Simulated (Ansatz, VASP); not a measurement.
# HgTe: VASP beside Ansatz

INCAR

```
SYSTEM = HgTe
ALGO = Normal
EDIFF = 1E-7
ENCUT = 520
GGA = PE
ISIF = 2
ISMEAR = 0
LASPH = .True.
LCHARG = .False.
LREAL = .False.
LWAVE = .False.
NBANDS = 16
NELM = 100
PREC = Accurate
SIGMA = 0.15
```

The input KPOINTS:

```
k-points
0
Gamma
  14 14 14
  0 0 0
```

The input POSCAR:

```
HgTe
1.0
    0.0000000000      3.0623250000      3.2235000000
    3.0623250000      0.0000000000      3.2235000000
    3.0623250000      3.0623250000      0.0000000000
Hg Te
1 1
Direct
    0.0000000000      0.0000000000      0.0000000000
    0.7500000000      0.7500000000      0.7500000000
```

Input for Ansatz:

```yaml
crystal:
  lattice:
    - [0.0, 3.062325, 3.2235]
    - [3.062325, 0.0, 3.2235]
    - [3.062325, 3.062325, 0.0]
  atoms:
    - { symbol: Hg, position: [0.0, 0.0, 0.0] }
    - { symbol: Te, position: [0.75, 0.75, 0.75] }
basis:
  ecutwfc: 420
kpoints:
  mp_grid: { grid: [14, 14, 14] }
hamiltonian:
  xc: pbe
scf:
  occupations: { method: gaussian, width: 0.15 }
output:
  forces: true
  stress: true
  eigenvalues: true
  write_density: true
  write_potential: true
  elf: true
  volumetric_format: npy
```

Change from the starting cell: strain -0.0500 x Voigt [1, 1, 0, 0, 0, 0], atoms carried along.

Alike in both runs: task single point; functional PBE; k mesh 14 × 14 × 14; occupations gaussian, width 0.15 eV; no spin polarisation.

|  | VASP | Ansatz |
| --- | --- | --- |
| version | VASP 6.6.1 | Ansatz 0.2.0 |
| potentials or method | VASP PAW PBE potentials, release 64 (Hg, Te), cutoff 520 eV | scalar-relativistic, plane waves, PAW |
| valence electrons in the cell | 18 | 36 |

Ansatz gave:

```
gap on the k mesh at the Fermi level (eV)                     : none
pressure (GPa)                                                : 11.0
traceless stress, the component that is largest in VASP (GPa) : -0.26
```

Problem. Estimate VASP's values.

Solution. gap on the k mesh at the Fermi level (eV): none; pressure (GPa): 11.2; traceless stress, the component that is largest in VASP (GPa): -0.27.

A gap of «none» marks a metal or a gap that the smearing closes. VASP's potentials hold 18 valence electrons a cell and Ansatz's 36, so a difference there can come from the potentials and not from the codes.

Neither program's run includes spin-orbit coupling.
